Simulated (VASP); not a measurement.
TiB4, 5 atoms in the cell. The structure is orthorhombic, space group Cmmm (No. 65). Conventional cell: a = 3.112 Å, b = 8.739 Å, c = 3.064 Å, α = 90.00°, β = 90.00°, γ = 90.00°. Ti (site symmetry mmm) has 14 B at 2.34 to 2.61 Å and 2 Ti at 3.06 Å within 3.1 Å. Within 2.2 Å of B (site symmetry m2m) lie 3 B at 1.68 to 1.79 Å. Within 2.4 Å of B (site symmetry m2m) lie 4 B at 1.77 to 1.79 Å and 2 Ti at 2.35 Å. 

```yaml
Program: VASP 6.6.1
Task: single point
Functional: PBE
Potentials_or_basis: VASP PAW PBE potentials, release 64 (Ti_sv, B)
Cutoff: 520 eV
k_mesh: 6 × 6 × 6
Occupations: gaussian, width 0.1 eV
Spin: no spin polarisation
Dipole_correction: no
Further_INCAR_settings: ALGO = Normal; EDIFF = 1e-06; NBANDS = 20
```

Potentials or basis: VASP PAW PBE potentials, release 64 (Ti_sv, B).

Launch:

```bash
$ cat potpaw_PBE.64/Ti_sv/POTCAR potpaw_PBE.64/B/POTCAR > POTCAR
$ mpirun -np 1 vasp_std > vasp.out
```

Hardware: 1 thread of Intel(R) Xeon(R) Platinum 8375C CPU @ 2.90GHz (Ice Lake), with other jobs on the host.

How long does it take, and how much memory?

Wall time 46 s on 1 thread of Intel(R) Xeon(R) Platinum 8375C CPU @ 2.90GHz (Ice Lake), with other jobs on the host, peak memory 0.2 GiB. Counts: scf iterations 15, k points 52.
